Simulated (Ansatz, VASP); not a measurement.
## Two plane-wave programs on Sn

```xyz
2
Lattice="0.0000 3.1687 3.2333 3.1687 0.0000 3.2333 3.1687 3.1687 0.0000" Properties=species:S:1:pos:R:3 pbc="T T T"
Sn    4.7530    4.7530    4.8500
Sn    3.1687    3.1687    3.2333
```

Alike in both runs: task single point; functional PBEsol; k mesh 6 × 6 × 6; occupations fermi-dirac, width 0.05 eV; no spin polarisation.

```csv
,VASP,Ansatz
version,VASP 6.6.1,Ansatz 0.2.0
potentials or method,"VASP PAW PBE potentials, release 64 (Sn_d)",Ansatz PAW
plane-wave cutoff (eV),520,420
valence electrons in the cell,28,28
```

|  | VASP | Ansatz | Ansatz less VASP |
| --- | --- | --- | --- |
| gap on the k mesh at the Fermi level (eV) | none | none | - |
| pressure (GPa) | 3.7 | 3.8 | +0.07 |
| traceless stress, the component that is largest in VASP (GPa) | -0.41 | -0.41 | +0.001 |

VASP's potentials were made for PBE, not for PBEsol. A gap of «none» marks a metal or a gap that the smearing closes.
